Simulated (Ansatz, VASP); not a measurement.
## Be7Te in VASP and in Ansatz

```
CELL_PARAMETERS angstrom
5.44521 0.00000 0.00000
-2.72261 4.71569 0.00000
0.00000 0.00000 3.57547
ATOMIC_POSITIONS crystal
Be 0.52299 0.04598 0.00000
Be 0.58480 0.79240 0.50000
Be 0.95402 0.47701 0.00000
Be 0.20760 0.41520 0.50000
Be 0.20760 0.79240 0.50000
Be 0.52299 0.47701 0.00000
Be 0.66667 0.33333 0.50000
Te 0.00000 0.00000 0.00000
```

Alike in both runs: functional PBE; k mesh 4 × 4 × 4; occupations gaussian, width 0.2 eV; no spin polarisation.

Ansatz relaxed the structure, and its values are those at the end. VASP's run is a single point on that final structure, the one shown.

```csv
,VASP,Ansatz
version,VASP 6.6.1,Ansatz 0.2.0
potentials or method,"VASP PAW PBE potentials, release 64 (Be, Te), cutoff 600 eV","scalar-relativistic, plane waves, PAW"
valence electrons in the cell,20,30
```

VASP gave:

| Property | Result |
| --- | --- |
| gap on the k mesh at the Fermi level (eV) | none |
| pressure (GPa) | 0.1 |
| rms of the force components (eV/Å) | 0.012 |

Q: What did Ansatz give for the same quantities?

A: gap on the k mesh at the Fermi level (eV): none; pressure (GPa): 0.0; rms of the force components (eV/Å): 0.011.

A gap of «none» marks a metal or a gap that the smearing closes. The functional is the same, so the differences come from potentials, cutoffs and numerics. VASP's potentials hold 20 valence electrons a cell and Ansatz's 30, so a difference there can come from the potentials and not from the codes.

The k mesh is coarse, so the values compare programs but aren't converged. Spin-orbit coupling is off throughout.
